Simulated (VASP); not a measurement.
Set up this calculation in VASP 6.6.1, as the native input.

```yaml
Task: single point
Functional: r2SCAN
Potentials_or_basis: VASP PAW PBE potentials, release 64 (Na_pv, I)
Cutoff: 520 eV
k_mesh: 3 × 3 × 3
Occupations: gaussian, width 0.01 eV
Spin: no spin polarisation
Dipole_correction: no
Further_INCAR_settings: ALGO = Normal; EDIFF = 1e-06; NBANDS = 14
```

The system is NaI.

```
Na I
1.0
     0.00000    3.24830    3.24830
     3.24830    0.00000    3.24830
     3.24830    3.24830    0.00000
Na I
1 1
Cartesian
  0.0000 0.0000 0.0000
  3.2483 3.2483 3.2483
```

These files were run (other wordings do the same):

POSCAR

```
NaI
1.0
    0.0000000000      3.2483024990      3.2483024990
    3.2483024990      0.0000000000      3.2483024990
    3.2483024990      3.2483024990      0.0000000000
Na I
1 1
Direct
    0.0000000000      0.0000000000      0.0000000000
    0.5000000000      0.5000000000      0.5000000000
```

INCAR.step1

```
PREC     = Accurate       # precision mode
ENCUT    = 520            # plane-wave cutoff, eV
ISMEAR   = 0              # smearing method
SIGMA    = 0.01           # smearing width, eV
LREAL    = False          # projectors in reciprocal space
LASPH    = True           # aspherical terms in the spheres
NELM     = 100            # most SCF steps
NBANDS   = 14             # bands
GGA      = PE             # functional
ALGO     = Normal         # electronic algorithm
EDIFF    = 1E-4           # SCF threshold, eV
LWAVE    = True           # write WAVECAR
LCHARG   = False          # write CHGCAR
```

INCAR.step2

```
PREC     = Accurate       # precision mode
ENCUT    = 520            # plane-wave cutoff, eV
EDIFF    = 1E-6           # SCF threshold, eV
ISMEAR   = 0              # smearing method
SIGMA    = 0.01           # smearing width, eV
LREAL    = False          # projectors in reciprocal space
LASPH    = True           # aspherical terms in the spheres
NELM     = 100            # most SCF steps
ALGO     = Normal         # electronic algorithm
ISIF     = 2              # what is computed and relaxed
LWAVE    = False          # write WAVECAR
LCHARG   = False          # write CHGCAR
METAGGA  = R2SCAN         # meta-GGA
LMIXTAU  = True         
NBANDS   = 14             # bands
ISTART   = 1
```

KPOINTS

```
Automatic mesh
0
Gamma
  3 3 3
```

Potentials or basis: VASP PAW PBE potentials, release 64 (Na_pv, I).

Launch:

```bash
$ cat potpaw_PBE.64/Na_pv/POTCAR potpaw_PBE.64/I/POTCAR > POTCAR
$ cp INCAR.step1 INCAR
$ mpirun -np 1 vasp_std > vasp.out
$ cp INCAR.step2 INCAR
$ mpirun -np 1 vasp_std > vasp.out
```

Results of the run:

```json
{
 "Pressure": "-0.1 GPa",
 "Band gap on the k mesh": "4.39 eV, direct"
}
```

Caveat: the k points lie up to 0.56 Å⁻¹ apart; the PAW data sets were made with another functional, which shifts forces and pressure a little; spin-orbit coupling is left out, which moves the levels of the heavy elements.

It took 25 s on 1 thread of Intel(R) Xeon(R) Platinum 8259CL CPU @ 2.50GHz (Skylake/Cascade Lake), on a shared host, peak memory 0.21 GiB.
